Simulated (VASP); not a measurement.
CaCdF4: single point with r2SCAN

The system is CaCdF4.

```
Ca F Cd
1.0
     3.82867    0.00000    0.00000
     0.00000    3.82867    0.00000
     0.00000    0.00000    5.41486
Ca F Cd
1 4 1
Direct
  0.00000 0.00000 0.00000
  0.00000 0.50000 0.74923
  0.00000 0.50000 0.25077
  0.50000 0.00000 0.25077
  0.50000 0.00000 0.74923
  0.50000 0.50000 0.50000
```

| Item | Value |
| --- | --- |
| Program | VASP 6.6.1 |
| Task | single point |
| Functional | r2SCAN |
| Potentials or basis | VASP PAW PBE potentials, release 64 (Ca_sv, F, Cd) |
| Cutoff | 520 eV |
| k mesh | 6 × 6 × 6 |
| Occupations | gaussian, width 0.01 eV |
| Spin | no spin polarisation |
| Dipole correction | no |
| Further INCAR settings | ALGO = Normal; EDIFF = 1e-06; NBANDS = 34 |

```json
{"Pressure": "0.8 GPa", "Largest force": "0.011 eV/Å", "Band gap on the k mesh": "4.94 eV (least direct gap 5.14 eV)"}
```

Forces on the atoms (eV/Å):
```
Ca   0.000  0.000  0.000
F    0.000  0.000  0.011
F    0.000  0.000 -0.011
F    0.000  0.000 -0.011
F    0.000  0.000  0.011
Cd   0.000  0.000  0.000
```

Levels at points of the mesh, in eV from the valence-band top:
| k point | band 22 | band 23 | band 24 | band 25 | band 26 | band 27 | band 28 | band 29 |
| --- | --- | --- | --- | --- | --- | --- | --- | --- |
| (0.00, 0.00, 0.00) | -0.81 | -0.48 | -0.20 | -0.20 | 4.94 | 8.87 | 10.12 | 10.97 |
| (0.50, 0.00, 0.00) | -1.24 | -0.78 | -0.40 | -0.33 | 7.52 | 8.78 | 9.86 | 10.05 |
| (0.50, 0.50, 0.00) | -0.46 | -0.45 | -0.45 | -0.09 | 7.99 | 9.33 | 9.70 | 10.80 |
| (0.00, 0.00, 0.50) | -0.89 | -0.51 | -0.31 | -0.31 | 6.15 | 8.16 | 9.68 | 10.12 |
| (0.50, 0.00, 0.50) | -1.39 | -1.31 | -0.81 | -0.63 | 7.79 | 9.89 | 9.91 | 10.00 |
| (0.50, 0.50, 0.50) | -0.74 | -0.58 | -0.56 | 0.00 | 8.70 | 8.81 | 10.22 | 10.22 |

Run time: 6.1 min on 1 thread of Oxide Virtual Turin-like Processor (shared host), peak memory 0.21 GiB.

Caveat: the PAW data sets were made with another functional, which shifts forces and pressure a little. A k mesh can miss the band edges.
